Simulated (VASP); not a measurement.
The system is Co.

```
Co
1.0
     2.47200    0.00000    0.00000
    -1.23600    2.14081    0.00000
     0.00000    0.00000    4.02114
Co
2
Cartesian
  1.2360 0.7136 3.0159
  0.0000 1.4272 1.0053
```

```yaml
Program: VASP 6.6.1
Task: relaxation of cell and atoms
Functional: PBE
Potentials_or_basis: VASP PAW PBE potentials, release 64 (Co)
Cutoff: 600 eV
k_mesh: 12 × 12 × 7
Occupations: fermi-dirac, width 0.05 eV
Spin: collinear spin, ferromagnetic start
Starting_moments: "[2.0, 2.0] μB"
```

At the start: pressure 3.8 GPa; volume 10.64 Å³/atom.

**Question.** Where does the relaxation end?

**Answer.** Over 4 steps the energy falls by 2.8 meV/atom and the volume is 10.83 Å³/atom (+1.8 %); space group P6_3/mmc (No. 194, to 0.05 Å); moment 3.23 μB per cell.

Step by step:
```csv
step,energy change (eV),largest force (eV/Å),pressure (GPa),volume (Å³)
1,0.0000,0.0000,3.83,21.28
2,-0.0007,0.0000,-3.70,22.07
3,-0.0053,0.0000,-0.22,21.68
4,-0.0056,0.0000,-0.02,21.66
```

Final structure:
```
Co
1.0
     2.49405    0.00000    0.00000
    -1.24702    2.15991    0.00000
     0.00000    0.00000    4.02127
Co
2
Cartesian
  1.2470 0.7200 3.0160
  0.0000 1.4399 1.0053
```
